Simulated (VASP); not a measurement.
# O in VASP: settings compared

The runs below take O through single point, with PBE, PBEsol.

All numbers are computed with VASP 6.6.1; they aren't measurements. Logs are shortened: lines on timing, memory, paths and dates and some standing lists are left out, and cuts for length are marked.

### Step 1. The cell of the first run

It takes space group C2/m (No. 12, monoclinic). The conventional cell has a = 5.802 Å, b = 3.417 Å, c = 4.203 Å, α = 90.00°, β = 117.39°, γ = 90.00°. Within 1.6 Å of O (site symmetry m) lie 1 O at 1.22 Å.

### Step 2. Single point, PBE

INCAR

```
PREC = Accurate
ENCUT = 520
EDIFF = 1E-7
ISMEAR = -1
SIGMA = 0.05
LREAL = False
LASPH = True
NELM = 60
ALGO = Normal
ISIF = 2
LWAVE = False
LCHARG = False
GGA = PE
NBANDS = 13
```

KPOINTS

```
regular mesh
0
Gamma
  9 9 9
```

POSCAR

```
O
1.0
    1.7084468630      0.9670316238      3.7319995215
   -1.7084468630      0.9670316238      3.7319995215
    0.0000000000     -1.9340632475      3.7319995215
O
2
Direct
    0.0546588377      0.0546588377      0.0537961831
    0.9453411623      0.9453411623      0.9462038169
```

Potentials or basis: VASP PAW PBE potentials, release 64 (O).

The run is started by

```bash
> cat potpaw_PBE.64/O/POTCAR > POTCAR
> mpirun -np 1 vasp_std > vasp.out
```

OUTCAR:

```text
PREC = Accurate
   ENCUT = 520
   EDIFF = 1E-7
   ISMEAR = -1
   LREAL = False
   LASPH = True
   NELM = 60
   ISIF = 2
   GGA = PE

 ion  position               nearest neighbor table
   1  0.055  0.055  0.054-   2 1.22
   2  0.945  0.945  0.946-   1 1.22

  LATTYP: Found a base centered monoclinic cell.
 ALAT       =     5.8021897426
 B/A-ratio  =     0.5888972746
 C/A-ratio  =     0.7244475424
 COS(beta)  =    -0.4601207318

  Lattice vectors:

 A1 = (   1.7084468630,   2.9010948713,   0.0000000000)
 A2 = (  -1.7084468630,   2.9010948713,   0.0000000000)
 A3 = (   0.0000000000,  -1.9340632475,   3.7319995215)

Analysis of symmetry for initial positions (statically):
=====================================================================
 Subroutine PRICEL returns:
 Original cell was already a primitive cell.

 Routine SETGRP: Setting up the symmetry group for a
 base centered monoclinic supercell.

 Subroutine GETGRP returns: Found  4 space group operations
 (whereof  4 operations were pure point group operations)
 out of a pool of  4 trial point group operations.

The static configuration has the point symmetry C_2h.

Analysis of symmetry for dynamics (positions and initial velocities):
=====================================================================
 Subroutine PRICEL returns:
 Original cell was already a primitive cell.

 Routine SETGRP: Setting up the symmetry group for a
 base centered monoclinic supercell.

 Subroutine GETGRP returns: Found  4 space group operations
 (whereof  4 operations were pure point group operations)
 out of a pool of  4 trial point group operations.

The dynamic configuration has the point symmetry C_2h.

 Subroutine INISYM returns: Found  4 space group operations
 (whereof  4 operations are pure point group operations),
 and found     1 'primitive' translations

----------------------------------------------------------------------------------------

                                     Primitive cell

  volume of cell :      36.9943

  direct lattice vectors                    reciprocal lattice vectors
     1.708446863  0.967031624  3.731999522     0.292663477  0.172348724  0.089317625
    -1.708446863  0.967031624  3.731999522    -0.292663477  0.172348724  0.089317625
     0.000000000 -1.934063247  3.731999522     0.000000000 -0.344697449  0.089317625

  length of vectors
     4.216842572  4.216842572  4.203382099     0.351188884  0.351188884  0.356081408

  position of ions in fractional coordinates (direct lattice)
     0.054658838  0.054658838  0.053796183
     0.945341162  0.945341162  0.946203817

  ion indices of the primitive-cell ions
   primitive index   ion index
                 1           1
                 2           2

----------------------------------------------------------------------------------------

 KPOINTS: regular mesh

Automatic generation of k-mesh.
 Grid dimensions read from file:
 generate k-points for:    9    9    9

 Generating k-lattice:

  Cartesian coordinates                     Fractional coordinates (reciprocal lattice)
     0.032518164  0.019149858  0.009924181     0.111111111  0.000000000  0.000000000
    -0.032518164  0.019149858  0.009924181     0.000000000  0.111111111  0.000000000
     0.000000000 -0.038299717  0.009924181     0.000000000  0.000000000  0.111111111

  Length of vectors
     0.039020987  0.039020987  0.039564601

  Shift w.r.t. Gamma in fractional coordinates (k-lattice)
     0.000000000  0.000000000  0.000000000

 Subroutine IBZKPT returns following result:
 ===========================================

 Found    205 irreducible k-points:

 Following reciprocal coordinates:
            Coordinates               Weight
  0.000000  0.000000  0.000000      1.000000
  0.111111 -0.000000 -0.000000      4.000000
  0.222222 -0.000000 -0.000000      4.000000
  0.333333 -0.000000 -0.000000      4.000000
  0.444444 -0.000000 -0.000000      4.000000
  0.111111  0.111111 -0.000000      2.000000
[... 16 lines left out ...]
 -0.333333  0.333333  0.000000      2.000000
  0.444444  0.444444 -0.000000      2.000000
 [... further k-points ...]
   k-points           NKPTS =    205   k-points in BZ     NKDIM =    205   number of bands    NBANDS=     13
   number of dos      NEDOS =    301   number of ions     NIONS =      2
   total plane-waves  NPLWV =  32768
   dimension x,y,z NGX =    32 NGY =   32 NGZ =   32
   dimension x,y,z NGXF=    64 NGYF=   64 NGZF=   64
   ions per type =               2
   NGX,Y,Z   is equivalent  to a cutoff of  12.62, 12.62, 12.66 a.u.
   NGXF,Y,Z  is equivalent  to a cutoff of  25.23, 25.23, 25.31 a.u.
 SYSTEM =  unknown system
   PREC   = accura    normal or accurate (medium, high low for compatibility)
   ISTART =      0    job   : 0-new  1-cont  2-samecut
   ICHARG =      2    charge: 1-file 2-atom 10-const
   ISPIN  =      1    spin polarized calculation?
   LNONCOLLINEAR =      F non collinear calculations
   LSORBIT =      F    spin-orbit coupling
   LASPH  =      T    aspherical Exc in radial PAW
   ENCUT  =  520.0 eV  38.22 Ry    6.18 a.u.   7.84  7.84  7.82*2*pi/ulx,y,z
   NELM   =     60;   NELMIN=  2; NELMDL= -5     # of ELM steps
   EDIFF  = 0.1E-06   stopping-criterion for ELM
   LREAL  =      F    real-space projection
   EDIFFG = 0.1E-05   stopping-criterion for IOM
   NSW    =      0    number of steps for IOM
   IBRION =     -1    ionic relax: 0-MD 1-quasi-New 2-CG
   NFREE  =      0    steps in history (QN), initial steepest desc. (CG)
   ISIF   =      2    stress and relaxation
   ISYM   =      2    0-nonsym 1-usesym 2-fastsym
   POTIM  = 0.5000    time-step for ionic-motion
   TEBEG  =    0.0;   TEEND  =   0.0 temperature during run
   PSTRESS=    0.0 pullay stress
   NELECT =      12.0000    total number of electrons
   NUPDOWN=      -1.0000    fix difference up-down
   EMIN   =  10.00;   EMAX   =-10.00  energy-range for DOS
   EFERMI =   0.00;   METHOD = LEGACY
   ISMEAR =    -1;   SIGMA  =   0.05  broadening in eV -4-tet -1-fermi 0-gaus
   EFERMI_NEDOS =   21; number of points for ismear=-14 and -15
   IALGO  =     38    algorithm
   IMIX   =      4    mixing-type and parameters
     AMIX     =   0.40;   BMIX     =  1.00
     AMIX_MAG =   1.60;   BMIX_MAG =  1.00
  volume/ion in A,a.u.               =      18.50       124.82
  Fermi-wavevector in a.u.,A,eV,Ry     =   1.124839  2.125637 17.214936  1.265262
  Thomas-Fermi vector in A             =   2.261513
   LORBIT       =      0    0 simple, 1 ext, 2 COOP (PROOUT), +10 PAW based schemes
   GGA     = PE    functional components
   LHFCALC =     F    Hartree Fock is set to
   AEXX    =    0.0000 exact exchange contribution
   IVDW    =     0    specifies the selected vdW correction
   LEPSILON=     F    determine dielectric tensor
   LRPA    =     F    only Hartree local field effects (RPA)
 non-spin polarized calculation
  energy-cutoff  :      520.00
  volume of cell :       36.99
 maximum number of plane-waves:      1013
   NGX = 15   NGY = 15   NGZ = 15

 number of electron      11.9999995 magnetization

 Free energy of the ion-electron system (eV)
  ---------------------------------------------------
  ext. energy  EPLUGINS =         0.00000000
  ---------------------------------------------------
  free energy    TOTEN  =        -9.13451036 eV

  energy without entropy =       -9.09208899  energy(sigma->0) =       -9.11329967

 E-fermi :  -2.1163     XC(G=0):  -7.1673

 val. band max:       -2.1234916297   @ k =  -0.3333   0.1111   0.0000
 cond. band min:      -2.1159477922   @ k =  -0.3333   0.0000   0.1111
 fundamental gap:      0.0075438375
 Fermi energy:        -2.1163255704

 k-point     1 :       0.0000    0.0000    0.0000
  band No.  band energies     occupation
      1     -28.7539      2.00000
      2     -15.9234      2.00000
      3      -9.9233      2.00000
      4      -8.5517      2.00000
      5      -8.5304      2.00000
      6      -1.9224      0.04055
      7      -1.9034      0.02789
      8       4.2014      0.00000
      9       8.3321      0.00000
     10      11.2500      0.00000
     11      13.4008      0.00000
     12      15.4455      0.00000
     13      15.8115      0.00000

 k-point     2 :       0.1111   -0.0000   -0.0000
  band No.  band energies     occupation
      1     -28.7450      2.00000
      2     -15.9243      2.00000
      3      -9.8879      2.00000
      4      -8.6285      2.00000
      5      -8.5510      2.00000
      6      -1.9722      0.10608
      7      -1.9316      0.04856
      8       4.4436      0.00000
      9       8.2979      0.00000
     10      11.2371      0.00000
     11      13.6520      0.00000
     12      14.3839      0.00000
     13      15.9943      0.00000

 k-point     3 :       0.2222   -0.0000   -0.0000
  band No.  band energies     occupation
      1     -28.7223      2.00000
      2     -15.9262      2.00000
      3      -9.7923      2.00000
      4      -8.8350      2.00000
      5      -8.5912      2.00000
      6      -2.1028      0.86534
      7      -1.9934      0.15757
      8       5.0979      0.00000
      9       8.2112      0.00000
     10      11.3977      0.00000
     11      12.1950      0.00000
     12      14.9190      0.00000
     13      15.6507      0.00000

 k-point     4 :       0.3333   -0.0000   -0.0000
  band No.  band energies     occupation
      1     -28.6964      2.00000
      2     -15.9276      2.00000
      3      -9.6594      2.00000
      4      -9.0864      2.00000
      5      -8.6356      2.00000
      6      -2.2442      1.85624
      7      -2.0615      0.50089
      8       5.9681      0.00000
      9       8.1516      0.00000
     10      10.5444      0.00000
     11      11.8796      0.00000
     12      14.3617      0.00000
     13      15.9595      0.00000

 k-point     5 :       0.4444   -0.0000   -0.0000
  band No.  band energies     occupation
      1     -28.6793      2.00000
      2     -15.9283      2.00000
      3      -9.5035      2.00000
      4      -9.3156      2.00000
      5      -8.6642      2.00000
      6      -2.3322      1.97366
      7      -2.1055      0.89181
      8       6.6937      0.00000
      9       8.3424      0.00000
     10       9.2317      0.00000
     11      12.5834      0.00000
     12      13.4337      0.00000
     13      16.6036      0.00000
[... 257 lines left out ...]
 k-point    22 :      -0.4444    0.3333   -0.0000
  band No.  band energies     occupation
      1     -28.6629      2.00000
      2     -16.0064      2.00000
      3      -9.2624      2.00000
      4      -9.1769      2.00000
      5      -8.9519      2.00000
      6      -2.5305      1.99949
      7      -2.0174      0.24304
      8       6.8302      0.00000
      9       8.4105      0.00000
     10       9.9427      0.00000
     11      10.9581      0.00000
     12      13.6925      0.00000
     13      14.4810      0.00000

 k-point    23 :      -0.3333    0.3333    0.0000
  band No.  band energies     occupation
      1     -28.6619      2.00000
      2     -15.9710      2.00000
      3      -9.3539      2.00000
      4      -9.0768      2.00000
      5      -9.0529      2.00000
      6      -2.4271      1.99601
      7      -2.1667      1.46485
      8       7.2008      0.00000
      9       8.1145      0.00000
     10      10.1544      0.00000
     11      11.1956      0.00000
     12      14.0623      0.00000
     13      14.6012      0.00000

 k-point    24 :       0.4444    0.4444   -0.0000
  band No.  band energies     occupation
      1     -28.6662      2.00000
      2     -16.0454      2.00000
      3      -9.3357      2.00000
      4      -9.1213      2.00000
      5      -8.8066      2.00000
      6      -2.6393      1.99994
      7      -1.8347      0.00713
      8       6.5530      0.00000
      9       8.1585      0.00000
     10      10.0749      0.00000
     11      10.5918      0.00000
     12      13.3551      0.00000
     13      15.3427      0.00000

 [... further k-points ...]
[... 5 lines left out ...]
  --------------------------------------------------------------------------------------
  -------------------------------------------------------------------------------------
  Total       -0.7549860     -0.8217159      1.3009428      0.0000000     -0.0029122      0.0000000
  in kB      -32.6974975    -35.5874831     56.3421989      0.0000000     -0.1261237      0.0000000
  external PRESSURE =      -3.9809272 kB  Pullay stress =       0.0000000 kB

 VOLUME and BASIS-vectors are now :
 -----------------------------------------------------------------------------
  energy-cutoff  :      520.00
  volume of cell :       36.99
      direct lattice vectors                 reciprocal lattice vectors
     1.708446863  0.967031624  3.731999522     0.292663477  0.172348724  0.089317625
    -1.708446863  0.967031624  3.731999522    -0.292663477  0.172348724  0.089317625
     0.000000000 -1.934063247  3.731999522     0.000000000 -0.344697449  0.089317625

 POSITION                                       TOTAL-FORCE (eV/Angst)
 -----------------------------------------------------------------------------------
      0.00000      0.00167      0.60874         0.000000      0.001207      1.176476
      0.00000     -0.00167     10.58726         0.000000     -0.001207     -1.176476
 -----------------------------------------------------------------------------------
    total drift:                               -0.000000     -0.000000      0.000000

  FREE ENERGIE OF THE ION-ELECTRON SYSTEM (eV)
  ---------------------------------------------------
  free  energy   TOTEN  =        -9.1345103559 eV

  energy  without entropy=       -9.0920889877  energy(sigma->0) =       -9.11329967
```

It took 1.7 min on 1 thread of AMD EPYC 7R13 (Zen 3), shared host; peak memory 0.18 GiB.

What came out:

| Property | Result |
| --- | --- |
| Free energy | -9.1345 eV |
| Pressure | -0.4 GPa |
| Largest force | 1.176 eV/Å |
| Band gap on the k mesh | zero (band 6 reaches -1.77 eV, above the bottom of band 7 at -2.26 eV) |

Forces in eV/Å, atoms in the order of the input:
```
O    0.000  0.001  1.176
O    0.000 -0.001 -1.176
```

Caveat: the standard files for N, O and F lose accuracy on very short bonds; spin is off for a triplet molecule; forces of over 1 eV/Å act on the atoms, so gaps and moduli don't describe the material at rest.

### Step 3. Single point, PBEsol

This run uses another cell than the first one, of 18.13 Å³/atom, 0.980 times its volume.

INCAR

```
PREC = Accurate
ENCUT = 520
EDIFF = 1E-6
ISMEAR = -1
SIGMA = 0.05
LREAL = F
LASPH = T
NELM = 60
ALGO = Normal
ISIF = 2
LWAVE = F
LCHARG = F
GGA = PS
NBANDS = 13
```

KPOINTS is that of step 2.

POSCAR

```
O
1.0
    1.6749479049      0.9670316238      3.7319995215
   -1.6749479049      0.9670316238      3.7319995215
    0.0000000000     -1.9340632475      3.7319995215
O
2
Direct
    0.0546147200      0.0546147200      0.0546147200
    0.9453852800      0.9453852800      0.9453852800
```

Potentials or basis: VASP PAW PBE potentials, release 64 (O).

The run is started by

```bash
> cat potpaw_PBE.64/O/POTCAR > POTCAR
> mpirun -np 1 vasp_std > vasp.out
```

OUTCAR:

```text
PREC = Accurate
   ENCUT = 520
   EDIFF = 1E-6
   ISMEAR = -1
   LREAL = F
   LASPH = T
   NELM = 60
   ISIF = 2
   GGA = PS

 ion  position               nearest neighbor table
   1  0.055  0.055  0.055-   2 1.22
   2  0.945  0.945  0.945-   1 1.22

  LATTYP: Found a trigonal (rhomboedric) cell.
 ALAT       =     4.2033820995
 COS(alpha) =     0.6824333683

  Lattice vectors:

 A1 = (   1.6749479049,   0.9670316238,   3.7319995215)
 A2 = (  -1.6749479049,   0.9670316238,   3.7319995215)
 A3 = (   0.0000000000,  -1.9340632475,   3.7319995215)

Analysis of symmetry for initial positions (statically):
=====================================================================
 Subroutine PRICEL returns:
 Original cell was already a primitive cell.

 Routine SETGRP: Setting up the symmetry group for a
 trigonal (rhombohedral) supercell.

 Subroutine GETGRP returns: Found 12 space group operations
 (whereof 12 operations were pure point group operations)
 out of a pool of 12 trial point group operations.

The static configuration has the point symmetry D_3d.

[... 163 lines left out ...]
 fundamental gap:      0.0095172279
 Fermi energy:        -2.0681356551

 k-point     1 :       0.0000    0.0000    0.0000
  band No.  band energies     occupation
      1     -28.5485      2.00000
      2     -15.7806      2.00000
      3      -9.8620      2.00000
      4      -8.4175      2.00000
      5      -8.4175      2.00000
      6      -1.8485      0.02442
      7      -1.8485      0.02442
      8       4.3195      0.00000
      9       8.2029      0.00000
     10      11.2614      0.00000
     11      13.4855      0.00000
     12      15.8473      0.00000
     13      15.8473      0.00000
[... 354 lines left out ...]
  band No.  band energies     occupation
      1     -28.4536      2.00000
      2     -15.9112      2.00000
      3      -9.2665      2.00000
      4      -9.0243      2.00000
      5      -8.6707      2.00000
      6      -2.6155      1.99996
      7      -1.7617      0.00435
      8       6.5163      0.00000
      9       8.2513      0.00000
     10      10.1289      0.00000
     11      10.6212      0.00000
     12      13.4372      0.00000
     13      15.9034      0.00000

 [... further k-points ...]
[... 5 lines left out ...]
  --------------------------------------------------------------------------------------
  -------------------------------------------------------------------------------------
  Total       -0.9392931     -0.9392931      0.1631717      0.0000000      0.0000000     -0.0000000
  in kB      -41.4931998    -41.4931998      7.2080970      0.0000000      0.0000000     -0.0000000
  external PRESSURE =     -25.2594342 kB  Pullay stress =       0.0000000 kB

 VOLUME and BASIS-vectors are now :
 -----------------------------------------------------------------------------
  energy-cutoff  :      520.00
  volume of cell :       36.27
      direct lattice vectors                 reciprocal lattice vectors
     1.674947905  0.967031624  3.731999522     0.298516747  0.172348724  0.089317625
    -1.674947905  0.967031624  3.731999522    -0.298516747  0.172348724  0.089317625
     0.000000000 -1.934063247  3.731999522     0.000000000 -0.344697449  0.089317625

 POSITION                                       TOTAL-FORCE (eV/Angst)
 -----------------------------------------------------------------------------------
      0.00000      0.00000      0.61147         0.000000      0.000000      0.299750
      0.00000      0.00000     10.58453         0.000000     -0.000000     -0.299750
 -----------------------------------------------------------------------------------
    total drift:                               -0.000000     -0.000000      0.000000

  FREE ENERGIE OF THE ION-ELECTRON SYSTEM (eV)
  ---------------------------------------------------
  free  energy   TOTEN  =        -9.5779152004 eV

  energy  without entropy=       -9.5378327071  energy(sigma->0) =       -9.55787395
```

It took 18 s on 1 thread of Intel Xeon Platinum 8375C at 2.90GHz (Ice Lake), shared host; peak memory 0.17 GiB.

What came out:

```
Free energy            : -9.5779 eV
Pressure               : -2.5 GPa
Largest force          : 0.300 eV/Å
Band gap on the k mesh : zero (band 6 reaches -1.70 eV, above the bottom of band 7 at -2.20 eV)
```

Forces on the atoms (eV/Å):
```
O    0.000  0.000  0.300
O    0.000  0.000 -0.300
```

Stress tensor (GPa, compression positive):
```
-4.15  0.00  0.00
 0.00 -4.15  0.00
 0.00  0.00  0.72
```

Levels at points of the mesh, in eV from the Fermi level:
```tsv
k point	band 4	band 5	band 6	band 7	band 8	band 9
(0.00, 0.00, 0.00)	-6.35	-6.35	0.22	0.22	6.39	10.27
```

Caveat: the standard files for N, O and F lose accuracy on very short bonds; spin is off for a triplet molecule; the PAW data sets were made with another functional, which shifts forces and pressure a little.
